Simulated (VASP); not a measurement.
Here is a VASP 6.6.1 calculation.

File INCAR:

```
SYSTEM = Ho2O
  PREC = Accurate
  ENCUT = 600
  EDIFF = 1E-7
  ISMEAR = 0
  SIGMA = 0.2
  LREAL = .False.
  LASPH = .True.
  NELM = 200
  ALGO = Normal
  ISIF = 3
  LWAVE = .False.
  LCHARG = .False.
  GGA = PE
  IBRION = 2
  NSW = 36
  EDIFFG = -0.08
  GGA_COMPAT = .False.
  NELMIN = 4
  LMAXMIX = 6
```

The input KPOINTS:

```
regular mesh
0
Gamma
  6 5 4
  0 0 0
```

Contents of POSCAR:

```
Ho2O
1.0
    3.3759880000      0.0000000000      0.0000000000
    0.0000000000      4.2580389700      0.0000000000
    0.0000000000      0.0000000000      4.9999564500
Ho O
2 1
Direct
    0.5000000000      0.5000000000      0.0000000000
    0.0000000000      0.5000000000      0.5000000000
    0.0000000000      0.0000000000      0.0000000000
```

Potentials or basis: VASP PAW PBE potentials, release 64 (Ho_3, O), 4f in core.

Command:

```bash
$ cat potpaw_PBE.64/Ho_3/POTCAR potpaw_PBE.64/O/POTCAR > POTCAR
$ mpirun -np 1 vasp_std > vasp.out
```

Question: Predict the relaxed cell.

Answer: a = 3.265 Å, b = 3.221 Å, c = 6.500 Å, α = 90.00°, β = 90.00°, γ = 90.00°.

Question: What does it give for the relaxed volume?

Answer: 22.78 Å³/atom.

Question: Predict the space group after relaxing (to 0.1 Å).

Answer: Pmmm (No. 47).

Final structure:
```
Ho O
1.0
     3.26485    0.00000    0.00000
     0.00000    3.22065    0.00000
     0.00000    0.00000    6.49996
Ho O
2 1
Cartesian
  1.6324 1.6103 0.0000
  0.0000 1.6103 3.2500
  0.0000 3.2207 0.0000
```

Caveat: a cell axis changed by over 15 % at a fixed basis, so the end point is rough; spin-orbit coupling is left out, which moves the levels of the heavy elements; the 4f electrons are frozen in the core, so they carry no moment and show no levels; the run has no spin polarisation, though such a crystal can be magnetic. Spin polarisation is off, so any magnetic state and its effect on volume and gap are missing.
